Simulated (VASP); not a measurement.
# Ti5Si (C2) in VASP: single point with PBE

Aim: the single point of Ti5Si with PBE.

Program: VASP 6.6.1. These are calculated values, not measurements. Logs are shortened: lines on timing, memory, paths and dates and some standing lists are left out, and cuts for length are marked.

### 1 The cell of the first run

It takes space group C2 (No. 5, monoclinic). The conventional cell has a = 8.713 Å, b = 5.087 Å, c = 5.151 Å, α = 90.00°, β = 122.29°, γ = 90.00°. Within 3.7 Å of Ti (site symmetry 1) lie 12 Ti at 2.76 to 3.67 Å and 3 Si at 2.91 to 2.95 Å. Ti (site symmetry 1) has 12 Ti at 2.67 to 3.67 Å and 2 Si at 2.68 to 2.71 Å within 3.7 Å. Ti (site symmetry 2) has 2 Si at 2.63 Å and 12 Ti at 2.67 to 3.64 Å within 3.7 Å. Within 3.5 Å of Si (site symmetry 2) lie 12 Ti at 2.63 to 2.95 Å.

### 2 Single point, PBE (uniaxial strain along a: -3.0 %, then relaxed in part)

The input, INCAR:

```
PREC = Accurate
ENCUT = 520
EDIFF = 1E-6
ISMEAR = 0
SIGMA = 0.1
LREAL = False
LASPH = True
NELM = 60
ALGO = Fast
ISIF = 2
LWAVE = False
LCHARG = False
GGA = PE
NBANDS = 41
KPAR = 4
```

The input, KPOINTS:

```
regular mesh
0
Gamma
  12 12 12
```

The input, POSCAR:

```
Ti5Si
1.0
    2.4482700670      1.4135093822      4.3053963504
   -2.5957555435      1.4384584087      4.3810950427
   -0.0521362475     -2.9672194470      4.3810950427
Ti Si
5 1
Direct
    0.1522037248      0.1508482667      0.1476952936
    0.6030984705      0.3962782390      0.0010909744
    0.0000000000      0.6040231935      0.3959768065
    0.8477962752      0.8523047064      0.8491517333
    0.3969015295     -0.0010909744      0.6037217610
    0.5000000000      0.4976365689      0.5023634311
```

Potentials or basis: VASP PAW PBE potentials, release 64 (Ti_sv, Si).

Run with:

```
$ cat potpaw_PBE.64/Ti_sv/POTCAR potpaw_PBE.64/Si/POTCAR > POTCAR
$ mpirun -np 4 vasp_std > vasp.out
```

OUTCAR:

```text
PREC = Accurate
   ENCUT = 520
   EDIFF = 1E-6
   ISMEAR = 0
   LREAL = False
   LASPH = True
   NELM = 60
   ISIF = 2
   GGA = PE

 ion  position               nearest neighbor table
   1  0.152  0.151  0.148-   2 2.76   2 2.81   3 2.82   5 2.84   5 2.85   3 2.89   4 2.90   6 2.91
                             6 2.93   6 2.95
   2  0.603  0.396  0.001-   3 2.67   6 2.68   3 2.70   5 2.70   5 2.70   6 2.71   1 2.76   1 2.81
                             4 2.84   4 2.85
   3  0.000  0.604  0.396-   6 2.63   6 2.63   2 2.67   5 2.67   2 2.70   5 2.70   1 2.82   4 2.82
                             4 2.89   1 2.89
   4  0.848  0.852  0.849-   5 2.76   5 2.81   3 2.82   2 2.84   2 2.85   3 2.89   1 2.90   6 2.91
                             6 2.93   6 2.95
   5  0.397  0.999  0.604-   3 2.67   6 2.68   3 2.70   2 2.70   2 2.70   6 2.71   4 2.76   4 2.81
                             1 2.84   1 2.85
   6  0.500  0.498  0.502-   3 2.63   3 2.63   2 2.68   5 2.68   2 2.71   5 2.71   1 2.91   4 2.91
                             1 2.93   4 2.93   4 2.95   1 2.95

  LATTYP: Found a base centered monoclinic cell.
 ALAT       =     8.7128750667
 B/A-ratio  =     0.5838759942
 C/A-ratio  =     0.5911458404
 COS(beta)  =    -0.5342660896

  Lattice vectors:

 A1 = (  -5.0440256105,   0.0249490265,   0.0756986923)
 A2 = (  -2.5004063145,  -4.3807288292,   0.0756986923)
 A3 = (   2.4482700670,   1.4135093822,   4.3053963504)

Analysis of symmetry for initial positions (statically):
=====================================================================
 Subroutine PRICEL returns:
 Original cell was already a primitive cell.

 Routine SETGRP: Setting up the symmetry group for a
 base centered monoclinic supercell.

 Subroutine GETGRP returns: Found  2 space group operations
 (whereof  2 operations were pure point group operations)
 out of a pool of  4 trial point group operations.

The static configuration has the point symmetry C_2 .

Analysis of symmetry for dynamics (positions and initial velocities):
=====================================================================
 Subroutine PRICEL returns:
 Original cell was already a primitive cell.

 Routine SETGRP: Setting up the symmetry group for a
 base centered monoclinic supercell.

 Subroutine GETGRP returns: Found  2 space group operations
 (whereof  2 operations were pure point group operations)
 out of a pool of  4 trial point group operations.

The dynamic configuration has the point symmetry C_2 .

 Subroutine INISYM returns: Found  2 space group operations
 (whereof  2 operations are pure point group operations),
 and found     1 'primitive' translations

----------------------------------------------------------------------------------------

                                     Primitive cell

  volume of cell :      96.4915

  direct lattice vectors                    reciprocal lattice vectors
     2.448270067  1.413509382  4.305396350     0.200035197  0.115490375  0.080599568
    -2.595755544  1.438458409  4.381095043    -0.196574594  0.113487433  0.074523253
    -0.052136248 -2.967219447  4.381095043    -0.000004297 -0.226982309  0.074523253

  length of vectors
     5.150579854  5.291606864  5.291606864     0.244639320  0.238903084  0.238903084

  position of ions in fractional coordinates (direct lattice)
     0.152203725  0.150848267  0.147695294
     0.603098471  0.396278239  0.001090974
     1.000000000  0.604023193  0.395976807
     0.847796275  0.852304706  0.849151733
     0.396901529  0.998909026  0.603721761
     0.500000000  0.497636569  0.502363431

  ion indices of the primitive-cell ions
   primitive index   ion index
                 1           1
                 2           2
                 3           3
                 4           4
                 5           5
                 6           6

----------------------------------------------------------------------------------------

 KPOINTS: regular mesh

Automatic generation of k-mesh.
 Grid dimensions read from file:
 generate k-points for:   12   12   12

 Generating k-lattice:

  Cartesian coordinates                     Fractional coordinates (reciprocal lattice)
     0.016669600  0.009624198  0.006716631     0.083333333  0.000000000  0.000000000
    -0.016381216  0.009457286  0.006210271    -0.000000000  0.083333333  0.000000000
    -0.000000358 -0.018915192  0.006210271     0.000000000 -0.000000000  0.083333333

  Length of vectors
     0.020386610  0.019908590  0.019908590

  Shift w.r.t. Gamma in fractional coordinates (k-lattice)
     0.000000000  0.000000000  0.000000000

 Subroutine IBZKPT returns following result:
 ===========================================

 Found    476 irreducible k-points:

 Following reciprocal coordinates:
            Coordinates               Weight
  0.000000  0.000000  0.000000      1.000000
  0.083333 -0.000000 -0.000000      2.000000
  0.166667  0.000000  0.000000      2.000000
  0.250000 -0.000000  0.000000      2.000000
  0.333333  0.000000  0.000000      2.000000
  0.416667 -0.000000 -0.000000      2.000000
[... 16 lines left out ...]
  0.250000  0.166667 -0.000000      4.000000
  0.333333  0.166667  0.000000      4.000000
 [... further k-points ...]
   k-points           NKPTS =    476   k-points in BZ     NKDIM =    476   number of bands    NBANDS=     41
   number of dos      NEDOS =    301   number of ions     NIONS =      6
   total plane-waves  NPLWV =  64000
   dimension x,y,z NGX =    40 NGY =   40 NGZ =   40
   dimension x,y,z NGXF=    80 NGYF=   80 NGZF=   80
   ions per type =               5   1
   NGX,Y,Z   is equivalent  to a cutoff of  12.91, 12.57, 12.57 a.u.
   NGXF,Y,Z  is equivalent  to a cutoff of  25.82, 25.13, 25.13 a.u.
 SYSTEM =  unknown system
   PREC   = accura    normal or accurate (medium, high low for compatibility)
   ISTART =      0    job   : 0-new  1-cont  2-samecut
   ICHARG =      2    charge: 1-file 2-atom 10-const
   ISPIN  =      1    spin polarized calculation?
   LNONCOLLINEAR =      F non collinear calculations
   LSORBIT =      F    spin-orbit coupling
   LASPH  =      T    aspherical Exc in radial PAW
   ENCUT  =  520.0 eV  38.22 Ry    6.18 a.u.   9.58  9.84  9.84*2*pi/ulx,y,z
   NELM   =     60;   NELMIN=  2; NELMDL= -5     # of ELM steps
   EDIFF  = 0.1E-05   stopping-criterion for ELM
   LREAL  =      F    real-space projection
   EDIFFG = 0.1E-04   stopping-criterion for IOM
   NSW    =      0    number of steps for IOM
   IBRION =     -1    ionic relax: 0-MD 1-quasi-New 2-CG
   NFREE  =      0    steps in history (QN), initial steepest desc. (CG)
   ISIF   =      2    stress and relaxation
   ISYM   =      2    0-nonsym 1-usesym 2-fastsym
   POTIM  = 0.5000    time-step for ionic-motion
   TEBEG  =    0.0;   TEEND  =   0.0 temperature during run
   PSTRESS=    0.0 pullay stress
   NELECT =      64.0000    total number of electrons
   NUPDOWN=      -1.0000    fix difference up-down
   EMIN   =  10.00;   EMAX   =-10.00  energy-range for DOS
   EFERMI =   0.00;   METHOD = LEGACY
   ISMEAR =     0;   SIGMA  =   0.10  broadening in eV -4-tet -1-fermi 0-gaus
   EFERMI_NEDOS =   21; number of points for ismear=-14 and -15
   IALGO  =     68    algorithm
   IMIX   =      4    mixing-type and parameters
     AMIX     =   0.40;   BMIX     =  1.00
     AMIX_MAG =   1.60;   BMIX_MAG =  1.00
  volume/ion in A,a.u.               =      16.08       108.53
  Fermi-wavevector in a.u.,A,eV,Ry     =   1.427705  2.697971 27.733322  2.038342
  Thomas-Fermi vector in A             =   2.547846
   LORBIT       =      0    0 simple, 1 ext, 2 COOP (PROOUT), +10 PAW based schemes
   GGA     = PE    functional components
   LHFCALC =     F    Hartree Fock is set to
   AEXX    =    0.0000 exact exchange contribution
   IVDW    =     0    specifies the selected vdW correction
   LEPSILON=     F    determine dielectric tensor
   LRPA    =     F    only Hartree local field effects (RPA)
 non-spin polarized calculation
 RMM-DIIS sequential band-by-band and
 Gauss-broadening in eV      SIGMA  =   0.10
  energy-cutoff  :      520.00
  volume of cell :       96.49
 maximum number of plane-waves:      2616
 NGX is ok and might be reduce to    40
   NGX = 19   NGY = 19   NGZ = 19

 number of electron      64.0000004 magnetization

 Free energy of the ion-electron system (eV)
  ---------------------------------------------------
  ext. energy  EPLUGINS =         0.00000000
  ---------------------------------------------------
  free energy    TOTEN  =       -46.32219285 eV

  energy without entropy =      -46.29579276  energy(sigma->0) =      -46.30899281

 E-fermi :   8.9244     XC(G=0): -11.6663

 val. band max:        8.9233133890   @ k =  -0.4167  -0.4167   0.1667
 cond. band min:       8.9247981376   @ k =  -0.1667   0.3333   0.2500
 fundamental gap:      0.0014847486
 Fermi energy:         8.9243599166

 k-point     1 :       0.0000    0.0000    0.0000
  band No.  band energies     occupation
      1     -47.8114      2.00000
      2     -47.7347      2.00000
      3     -47.5922      2.00000
      4     -47.4683      2.00000
      5     -47.4629      2.00000
      6     -24.3186      2.00000
[... 33 lines left out ...]
     40      10.6894      0.00000
     41      10.7260      0.00000

 k-point     2 :       0.0833   -0.0000   -0.0000
  band No.  band energies     occupation
      1     -47.8096      2.00000
      2     -47.7356      2.00000
      3     -47.5909      2.00000
      4     -47.4684      2.00000
      5     -47.4651      2.00000
      6     -24.3147      2.00000
[... 33 lines left out ...]
     40      10.6773      0.00000
     41      10.8170      0.00000

 k-point     3 :       0.1667    0.0000    0.0000
  band No.  band energies     occupation
      1     -47.8044      2.00000
      2     -47.7381      2.00000
      3     -47.5872      2.00000
      4     -47.4724      2.00000
      5     -47.4678      2.00000
      6     -24.3052      2.00000
[... 875 lines left out ...]
      2     -47.7403      2.00000
      3     -47.5861      2.00000
      4     -47.4811      2.00000
      5     -47.4653      2.00000
      6     -24.2896      2.00000
[... 33 lines left out ...]
     40      10.8168      0.00000
     41      11.0569      0.00000

 k-point    24 :       0.3333    0.1667    0.0000
  band No.  band energies     occupation
      1     -47.7899      2.00000
      2     -47.7443      2.00000
      3     -47.5803      2.00000
      4     -47.4900      2.00000
      5     -47.4661      2.00000
      6     -24.2852      2.00000
[... 33 lines left out ...]
     40      10.8404      0.00000
     41      10.9753      0.00000

 [... further k-points ...]

------------------------ aborting loop because EDIFF is reached ----------------------------------------

  FORCE on cell =-STRESS in cart. coord.  units (eV):
  Direction    XX          YY          ZZ          XY          YZ          ZX
  --------------------------------------------------------------------------------------
  -------------------------------------------------------------------------------------
  Total        1.0093978      0.2204071      2.4393385      0.6832860      0.8659646      1.4998948
  in kB       16.7603835      3.6597137     40.5036030     11.3455129     14.3787702     24.9047609
  external PRESSURE =      20.3079001 kB  Pullay stress =       0.0000000 kB

 VOLUME and BASIS-vectors are now :
 -----------------------------------------------------------------------------
  energy-cutoff  :      520.00
  volume of cell :       96.49
      direct lattice vectors                 reciprocal lattice vectors
     2.448270067  1.413509382  4.305396350     0.200035197  0.115490375  0.080599568
    -2.595755544  1.438458409  4.381095043    -0.196574594  0.113487433  0.074523253
    -0.052136248 -2.967219447  4.381095043    -0.000004297 -0.226982309  0.074523253

 POSITION                                       TOTAL-FORCE (eV/Angst)
 -----------------------------------------------------------------------------------
     -0.02663     -0.00611      1.96325         0.004133      0.002254      0.003249
      0.44785      1.41928      4.33749        -0.000193     -0.000818      0.004454
     -1.58854     -0.30609      4.38110         0.000620     -0.001075      0.000000
     -0.18101     -0.09525     11.10434        -0.004019     -0.002452     -0.003249
     -1.65268      0.20654      8.73010         0.000805     -0.000242     -0.004454
     -0.09380     -0.06804      6.53379        -0.001347      0.002333      0.000000
 -----------------------------------------------------------------------------------
    total drift:                               -0.000123      0.000213     -0.000000

  FREE ENERGIE OF THE ION-ELECTRON SYSTEM (eV)
  ---------------------------------------------------
  free  energy   TOTEN  =       -46.3221928498 eV

  energy  without entropy=      -46.2957927644  energy(sigma->0) =      -46.30899281
```

Wall time 40 min (4 MPI ranks of Intel Xeon Platinum 8259CL at 2.50GHz (Skylake/Cascade Lake), shared host); peak memory 1.3 GiB.

Results:

* Free energy: -46.3222 eV
* Pressure: 2.0 GPa
* Largest force: 0.006 eV/Å
* Band gap on the k mesh: zero (bands 32 and 33 overlap by 0.58 eV)

Forces in eV/Å, atoms in the order of the input:
```
Ti   0.004  0.002  0.003
Ti   0.000 -0.001  0.004
Ti   0.001 -0.001  0.000
Ti  -0.004 -0.002 -0.003
Ti   0.001  0.000 -0.004
Si  -0.001  0.002  0.000
```

Levels at points of the mesh, in eV from the Fermi level:
| k point | band 30 | band 31 | band 32 | band 33 | band 34 | band 35 |
| --- | --- | --- | --- | --- | --- | --- |
| (0.00, 0.00, 0.00) | -0.92 | -0.70 | -0.12 | -0.04 | 0.04 | 1.05 |
| (0.50, 0.00, 0.00) | -0.74 | -0.51 | 0.31 | 0.57 | 0.62 | 0.71 |
| (0.00, 0.50, 0.00) | -0.74 | -0.46 | 0.37 | 0.54 | 0.64 | 0.69 |
| (0.50, 0.50, 0.00) | -0.55 | -0.38 | -0.16 | -0.08 | 0.65 | 0.79 |
| (0.00, 0.50, 0.50) | -0.52 | -0.41 | -0.05 | -0.02 | 0.70 | 0.79 |
| (0.50, 0.50, 0.50) | -0.61 | -0.58 | -0.07 | 0.20 | 0.28 | 0.87 |

Caveat: the cell differs from its parent crystal (uniaxial strain along a: -3.0 %, then relaxed in part).
